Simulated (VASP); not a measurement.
Ge, 4 atoms in the cell. It takes space group P6_3mc (No. 186, hexagonal). Conventional cell: a = 4.130 Å, b = 4.130 Å, c = 11.209 Å, α = 90.00°, β = 90.00°, γ = 120.00°. Ge (site symmetry 3m) has 3 Ge at 2.49 Å within 3.3 Å. Within 3.3 Å of Ge (site symmetry 3m) lie 3 Ge at 2.49 Å. 

- Program: VASP 6.6.1
- Task: single point
- Functional: PBE
- Potentials or basis: VASP PAW PBE potentials, release 64 (Ge_d)
- Cutoff: 520 eV
- k mesh: 8 × 8 × 3
- Occupations: fermi-dirac, width 0.05 eV
- Spin: no spin polarisation
- Dipole correction: no
- Further INCAR settings: ALGO = Normal; EDIFF = 1e-06; NBANDS = 36

Potentials or basis: VASP PAW PBE potentials, release 64 (Ge_d).

Command:

```sh
$ cat potpaw_PBE.64/Ge_d/POTCAR > POTCAR
$ mpirun -np 1 vasp_std > vasp.out
```

Hardware: 1 thread of Intel(R) Xeon(R) 6975P-C (Granite Rapids), with other jobs on the host.

**Question.** Estimate the wall time of this run.

**Answer.** Wall time 49 s on 1 thread of Intel(R) Xeon(R) 6975P-C (Granite Rapids), on a shared host, peak memory 0.3 GiB. Counts: scf iterations 15, k points 20.
